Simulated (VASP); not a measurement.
# Pd (Fm-3m) in VASP: a series of runs

Runs on Pd. Level: PBEsol. Tasks: single point.

All numbers are computed with VASP 6.6.1; they aren't measurements. Logs are shortened: lines on timing, memory, paths and dates and some standing lists are left out, and cuts for length are marked.

### Step 1. The cell of the first run

The structure is cubic, space group Fm-3m (No. 225). The conventional cell has a = 3.736 Å, b = 3.736 Å, c = 3.736 Å, α = 90.00°, β = 90.00°, γ = 90.00°. Pd (site symmetry m-3m) has 12 Pd at 2.64 Å within 3.5 Å.

### Step 2. Single point, PBEsol

INCAR reads:

```
PREC = Accurate
ENCUT = 520
EDIFF = 1E-6
ISMEAR = -1
SIGMA = 0.05
LREAL = False
LASPH = True
NELM = 80
ALGO = Normal
ISIF = 2
LWAVE = False
LCHARG = False
GGA = PS
NBANDS = 11
```

KPOINTS reads:

```
Automatic mesh
0
Gamma
  12 12 12
```

POSCAR reads:

```
Pd
1.0
    0.0000000000      1.8679147688      1.8679147688
    1.8679147688      0.0000000000      1.8679147688
    1.8679147688      1.8679147688      0.0000000000
Pd
1
Direct
    0.0000000000      0.0000000000      0.0000000000
```

Potentials or basis: VASP PAW PBE potentials, release 64 (Pd).

Run with:

```console
$ cat potpaw_PBE.64/Pd/POTCAR > POTCAR
$ mpirun -np 1 vasp_std > vasp.out
```

OUTCAR:

```text
PREC = Accurate
   ENCUT = 520
   EDIFF = 1E-6
   ISMEAR = -1
   LREAL = False
   LASPH = True
   NELM = 80
   ISIF = 2
   GGA = PS

 ion  position               nearest neighbor table
   1  0.000  0.000  0.000-

  LATTYP: Found a face centered cubic cell.
 ALAT       =     3.7358295376

  Lattice vectors:

 A1 = (   0.0000000000,   1.8679147688,   1.8679147688)
 A2 = (   1.8679147688,   0.0000000000,   1.8679147688)
 A3 = (   1.8679147688,   1.8679147688,   0.0000000000)

Analysis of symmetry for initial positions (statically):
[... 33 lines left out ...]
                                     Primitive cell

  volume of cell :      13.0347

  direct lattice vectors                    reciprocal lattice vectors
     0.000000000  1.867914769  1.867914769    -0.267678166  0.267678166  0.267678166
     1.867914769  0.000000000  1.867914769     0.267678166 -0.267678166  0.267678166
     1.867914769  1.867914769  0.000000000     0.267678166  0.267678166 -0.267678166

  length of vectors
     2.641630399  2.641630399  2.641630399     0.463632184  0.463632184  0.463632184

  position of ions in fractional coordinates (direct lattice)
     0.000000000  0.000000000  0.000000000

  ion indices of the primitive-cell ions
   primitive index   ion index
                 1           1

----------------------------------------------------------------------------------------

 KPOINTS: Automatic mesh

Automatic generation of k-mesh.
 Grid dimensions read from file:
 generate k-points for:   12   12   12

 Generating k-lattice:

  Cartesian coordinates                     Fractional coordinates (reciprocal lattice)
    -0.022306514  0.022306514  0.022306514     0.083333333  0.000000000  0.000000000
     0.022306514 -0.022306514  0.022306514     0.000000000  0.083333333  0.000000000
     0.022306514  0.022306514 -0.022306514     0.000000000  0.000000000  0.083333333

  Length of vectors
     0.038636015  0.038636015  0.038636015

  Shift w.r.t. Gamma in fractional coordinates (k-lattice)
     0.000000000  0.000000000  0.000000000

 Subroutine IBZKPT returns following result:
 ===========================================

 Found     72 irreducible k-points:

 Following reciprocal coordinates:
            Coordinates               Weight
  0.000000  0.000000  0.000000      1.000000
  0.083333  0.000000  0.000000      8.000000
  0.166667  0.000000  0.000000      8.000000
  0.250000  0.000000  0.000000      8.000000
  0.333333  0.000000  0.000000      8.000000
  0.416667  0.000000  0.000000      8.000000
[... 16 lines left out ...]
  0.500000  0.166667  0.000000     24.000000
 -0.416667  0.166667  0.000000     24.000000
 [... further k-points ...]
   k-points           NKPTS =     72   k-points in BZ     NKDIM =     72   number of bands    NBANDS=     11
   number of dos      NEDOS =    301   number of ions     NIONS =      1
   total plane-waves  NPLWV =   8000
   dimension x,y,z NGX =    20 NGY =   20 NGZ =   20
   dimension x,y,z NGXF=    40 NGYF=   40 NGZF=   40
   ions per type =               1
   NGX,Y,Z   is equivalent  to a cutoff of  12.59, 12.59, 12.59 a.u.
   NGXF,Y,Z  is equivalent  to a cutoff of  25.17, 25.17, 25.17 a.u.
 SYSTEM =  unknown system
   PREC   = accura    normal or accurate (medium, high low for compatibility)
   ISTART =      0    job   : 0-new  1-cont  2-samecut
   ICHARG =      2    charge: 1-file 2-atom 10-const
   ISPIN  =      1    spin polarized calculation?
   LNONCOLLINEAR =      F non collinear calculations
   LSORBIT =      F    spin-orbit coupling
   LASPH  =      T    aspherical Exc in radial PAW
   ENCUT  =  520.0 eV  38.22 Ry    6.18 a.u.   4.91  4.91  4.91*2*pi/ulx,y,z
   NELM   =     80;   NELMIN=  2; NELMDL= -5     # of ELM steps
   EDIFF  = 0.1E-05   stopping-criterion for ELM
   LREAL  =      F    real-space projection
   EDIFFG = 0.1E-04   stopping-criterion for IOM
   NSW    =      0    number of steps for IOM
   IBRION =     -1    ionic relax: 0-MD 1-quasi-New 2-CG
   NFREE  =      0    steps in history (QN), initial steepest desc. (CG)
   ISIF   =      2    stress and relaxation
   ISYM   =      2    0-nonsym 1-usesym 2-fastsym
   POTIM  = 0.5000    time-step for ionic-motion
   TEBEG  =    0.0;   TEEND  =   0.0 temperature during run
   PSTRESS=    0.0 pullay stress
   NELECT =      10.0000    total number of electrons
   NUPDOWN=      -1.0000    fix difference up-down
   EMIN   =  10.00;   EMAX   =-10.00  energy-range for DOS
   EFERMI =   0.00;   METHOD = LEGACY
   ISMEAR =    -1;   SIGMA  =   0.05  broadening in eV -4-tet -1-fermi 0-gaus
   EFERMI_NEDOS =   21; number of points for ismear=-14 and -15
   IALGO  =     38    algorithm
   IMIX   =      4    mixing-type and parameters
     AMIX     =   0.40;   BMIX     =  1.00
     AMIX_MAG =   1.60;   BMIX_MAG =  1.00
  volume/ion in A,a.u.               =      13.03        87.96
  Fermi-wavevector in a.u.,A,eV,Ry     =   1.498676  2.832087 30.559093  2.246030
  Thomas-Fermi vector in A             =   2.610404
   LORBIT       =      0    0 simple, 1 ext, 2 COOP (PROOUT), +10 PAW based schemes
   GGA     = PS    functional components
   LHFCALC =     F    Hartree Fock is set to
   AEXX    =    0.0000 exact exchange contribution
   IVDW    =     0    specifies the selected vdW correction
   LEPSILON=     F    determine dielectric tensor
   LRPA    =     F    only Hartree local field effects (RPA)
 non-spin polarized calculation
  energy-cutoff  :      520.00
  volume of cell :       13.03
 maximum number of plane-waves:       360
   NGX =  9   NGY =  9   NGZ =  9

 number of electron      10.0000000 magnetization

 number of electron       9.9999996 magnetization

 Free energy of the ion-electron system (eV)
  ---------------------------------------------------
  ext. energy  EPLUGINS =         0.00000000
  ---------------------------------------------------
  free energy    TOTEN  =        -5.85351279 eV

  energy without entropy =       -5.83703068  energy(sigma->0) =       -5.84527174

 E-fermi :  11.8473     XC(G=0): -14.1646

 val. band max:       11.8450937144   @ k =   0.4167   0.3333   0.0000
 cond. band min:      11.8486316800   @ k =   0.4167   0.2500   0.0000
 fundamental gap:      0.0035379656
 Fermi energy:        11.8472835269

 k-point     1 :       0.0000    0.0000    0.0000
  band No.  band energies     occupation
      1       3.6175      2.00000
      2       8.3798      2.00000
      3       8.3798      2.00000
      4       8.3798      2.00000
      5      10.3759      2.00000
      6      10.3759      2.00000
      7      28.9651      0.00000
      8      34.4614      0.00000
      9      34.4614      0.00000
     10      34.4614      0.00000
     11      37.4382      0.00000

 k-point     2 :       0.0833    0.0000    0.0000
  band No.  band energies     occupation
      1       3.8971      2.00000
      2       8.2706      2.00000
      3       8.4823      2.00000
      4       8.4823      2.00000
      5      10.3243      2.00000
      6      10.3243      2.00000
      7      29.3227      0.00000
      8      32.9495      0.00000
      9      34.8408      0.00000
     10      34.8408      0.00000
     11      37.4656      0.00000

 k-point     3 :       0.1667    0.0000    0.0000
  band No.  band energies     occupation
      1       4.6429      2.00000
      2       8.0828      2.00000
      3       8.6900      2.00000
      4       8.6900      2.00000
      5      10.2838      2.00000
      6      10.2838      2.00000
      7      29.8235      0.00000
      8      30.5746      0.00000
      9      35.8746      0.00000
     10      35.8746      0.00000
     11      37.4649      0.00000

 k-point     4 :       0.2500    0.0000    0.0000
  band No.  band energies     occupation
      1       5.4262      2.00000
      2       8.3290      2.00000
      3       8.7330      2.00000
      4       8.7330      2.00000
      5      10.5404      2.00000
      6      10.5404      2.00000
      7      27.3446      0.00000
      8      30.3552      0.00000
      9      37.0626      0.00000
     10      37.0626      0.00000
     11      37.4376      0.00000

 k-point     5 :       0.3333    0.0000    0.0000
  band No.  band energies     occupation
      1       5.6343      2.00000
      2       8.5651      2.00000
      3       8.5651      2.00000
      4       9.6287      2.00000
      5      11.1005      2.00000
      6      11.1005      2.00000
      7      24.3422      0.00000
      8      29.5016      0.00000
      9      36.1896      0.00000
     10      36.1896      0.00000
     11      37.4528      0.00000
[... 211 lines left out ...]
 k-point    21 :       0.3333    0.1667    0.0000
  band No.  band energies     occupation
      1       6.1829      2.00000
      2       7.3993      2.00000
      3       8.5876      2.00000
      4       9.4051      2.00000
      5      11.3001      1.99996
      6      11.3691      1.99986
      7      26.8735      0.00000
      8      30.7571      0.00000
      9      32.1018      0.00000
     10      34.1828      0.00000
     11      37.4372      0.00000

 k-point    22 :       0.4167    0.1667    0.0000
  band No.  band energies     occupation
      1       6.1672      2.00000
      2       7.8330      2.00000
      3       8.5837      2.00000
      4       9.2334      2.00000
      5      11.7995      1.44450
      6      13.1061      0.00000
      7      23.6352      0.00000
      8      29.6946      0.00000
      9      31.6825      0.00000
     10      33.5258      0.00000
     11      37.4969      0.00000

 k-point    23 :       0.5000    0.1667    0.0000
  band No.  band energies     occupation
      1       6.1149      2.00000
      2       7.7629      2.00000
      3       9.0531      2.00000
      4       9.2014      2.00000
      5      11.9069      0.46566
      6      15.1203      0.00000
      7      20.8554      0.00000
      8      28.8907      0.00000
      9      31.9119      0.00000
     10      32.3141      0.00000
     11      37.4948      0.00000

 k-point    24 :      -0.4167    0.1667    0.0000
  band No.  band energies     occupation
      1       6.1800      2.00000
      2       7.7735      2.00000
      3       8.9674      2.00000
      4       9.4390      2.00000
      5      11.5642      1.99307
      6      15.7097      0.00000
      7      20.3800      0.00000
      8      28.4532      0.00000
      9      31.5324      0.00000
     10      33.0637      0.00000
     11      37.4905      0.00000

 [... further k-points ...]
[... 5 lines left out ...]
  --------------------------------------------------------------------------------------
  -------------------------------------------------------------------------------------
  Total        2.3978810      2.3978810      2.3978810     -0.0000000     -0.0000000      0.0000000
  in kB      294.7386257    294.7386257    294.7386257     -0.0000000     -0.0000000      0.0000000
  external PRESSURE =     294.7386257 kB  Pullay stress =       0.0000000 kB

 VOLUME and BASIS-vectors are now :
 -----------------------------------------------------------------------------
  energy-cutoff  :      520.00
  volume of cell :       13.03
      direct lattice vectors                 reciprocal lattice vectors
     0.000000000  1.867914769  1.867914769    -0.267678166  0.267678166  0.267678166
     1.867914769  0.000000000  1.867914769     0.267678166 -0.267678166  0.267678166
     1.867914769  1.867914769  0.000000000     0.267678166  0.267678166 -0.267678166

 POSITION                                       TOTAL-FORCE (eV/Angst)
 -----------------------------------------------------------------------------------
      0.00000      0.00000      0.00000         0.000000      0.000000      0.000000
 -----------------------------------------------------------------------------------
    total drift:                                0.000000      0.000000      0.000000

  FREE ENERGIE OF THE ION-ELECTRON SYSTEM (eV)
  ---------------------------------------------------
  free  energy   TOTEN  =        -5.8535127942 eV

  energy  without entropy=       -5.8370306825  energy(sigma->0) =       -5.84527174
```

Wall time 12 s (1 thread of Intel Xeon 8259CL, shared host); peak memory 0.13 GiB.

Results:

| Quantity | Value |
| --- | --- |
| Free energy | -5.8535 eV |
| Pressure | 29.5 GPa |
| Band gap on the k mesh | zero (band 5 reaches 12.24 eV, above the bottom of band 6 at 10.28 eV) |

Levels at points of the mesh, in eV from the Fermi level:
```
           k point  band 1  band 2  band 3  band 4  band 5  band 6  band 7  band 8  band 9  band 10
(0.00, 0.00, 0.00)   -8.23   -3.47   -3.47   -3.47   -1.47   -1.47   17.12   22.61   22.61    22.61
(0.50, 0.00, 0.00)   -6.38   -3.53   -3.53    0.01    0.01    0.67    8.35   16.52   22.21    22.21
(0.50, 0.50, 0.00)   -6.57   -6.22   -0.02    0.39    0.39    3.27   12.11   13.81   13.81    23.30
```

Caveat: the PAW data sets were made with another functional, which shifts forces and pressure a little.

### Step 3. Single point, PBEsol

This run uses another cell than the first one, of 13.92 Å³/atom, 1.068 times its volume.

INCAR reads:

```
SYSTEM = Pd
PREC = Accurate
ENCUT = 520
EDIFF = 1E-6
ISMEAR = -1
SIGMA = 0.05
LREAL = .False.
LASPH = .True.
NELM = 80
ALGO = Normal
ISIF = 2
LWAVE = .False.
LCHARG = .True.
GGA = PS
LELF = .True.
LVHAR = .True.
NBANDS = 11
```

KPOINTS reads:

```
regular mesh
0
Gamma
  12 12 12
  0 0 0
```

POSCAR reads:

```
Pd
1.0
    0.0000000000      1.9090746645      1.9090746645
    1.9090746645      0.0000000000      1.9090746645
    1.9090746645      1.9090746645      0.0000000000
Pd
1
Direct
    0.0000000000      0.0000000000      0.0000000000
```

Potentials or basis: VASP PAW PBE potentials, release 64 (Pd).

Run with:

```console
$ cat potpaw_PBE.64/Pd/POTCAR > POTCAR
$ mpirun -np 1 vasp_std > vasp.out
```

Wall time 14 s (1 thread of Intel Xeon 8259CL, shared host); peak memory 0.13 GiB.

The run converged. Its results:

```
Free energy            : -5.9580 eV
Pressure               : 9.6 GPa
Band gap on the k mesh : zero (band 5 reaches 10.96 eV, above the bottom of band 6 at 9.21 eV)
```

Levels at points of the mesh, in eV from the Fermi level:
```
           k point  band 1  band 2  band 3  band 4  band 5  band 6  band 7  band 8  band 9  band 10
(0.00, 0.00, 0.00)   -7.68   -3.12   -3.12   -3.12   -1.32   -1.32   17.17   22.27   22.27    22.27
(0.50, 0.00, 0.00)   -5.80   -3.17   -3.17    0.00    0.00    0.82    7.77   16.54   21.60    21.60
(0.50, 0.50, 0.00)   -5.92   -5.61   -0.02    0.35    0.35    3.28   11.36   13.46   13.46    22.37
```

Caveat: the PAW data sets were made with another functional, which shifts forces and pressure a little.

### Step 4. Single point, PBEsol

This run uses another cell than the first one, of 13.43 Å³/atom, 1.031 times its volume.

INCAR reads:

```
PREC = Accurate
ENCUT = 520
EDIFF = 1E-7
ISMEAR = -1
SIGMA = 0.05
LREAL = F
LASPH = T
NELM = 60
ALGO = Normal
ISIF = 2
LWAVE = F
LCHARG = F
GGA = PS
NBANDS = 11
```

KPOINTS reads:

```
Automatic mesh
0
Gamma
  12 12 12
```

POSCAR reads:

```
Pd
1.0
    0.0000000000      1.8867791790      1.8867791790
    1.8867791790      0.0000000000      1.8867791790
    1.8867791790      1.8867791790      0.0000000000
Pd
1
Direct
    0.0000000000      0.0000000000      0.0000000000
```

Run with:

```console
$ cat potpaw_PBE.64/Pd/POTCAR > POTCAR
$ mpirun -np 1 vasp_std > vasp.out
```

Wall time 14 s (1 thread of Intel Xeon 8259CL, shared host); peak memory 0.13 GiB.

It converged, with:

```yaml
Free_energy: -5.9144 eV
Pressure: 19.5 GPa
Band_gap_on_the_k_mesh: zero (band 5 reaches 11.64 eV, above the bottom of band 6 at 9.78 eV)
```

Levels at points of the mesh, in eV from the Fermi level:
| k point | band 1 | band 2 | band 3 | band 4 | band 5 | band 6 | band 7 | band 8 | band 9 | band 10 |
| --- | --- | --- | --- | --- | --- | --- | --- | --- | --- | --- |
| (0.00, 0.00, 0.00) | -7.97 | -3.30 | -3.30 | -3.30 | -1.40 | -1.40 | 17.15 | 22.46 | 22.46 | 22.46 |
| (0.50, 0.00, 0.00) | -6.11 | -3.36 | -3.36 | 0.00 | 0.00 | 0.74 | 8.08 | 16.53 | 21.93 | 21.93 |
| (0.50, 0.50, 0.00) | -6.26 | -5.93 | -0.02 | 0.37 | 0.37 | 3.27 | 11.76 | 13.65 | 13.65 | 22.88 |

Caveat: the PAW data sets were made with another functional, which shifts forces and pressure a little.

(Continued in part 2 of 2.)
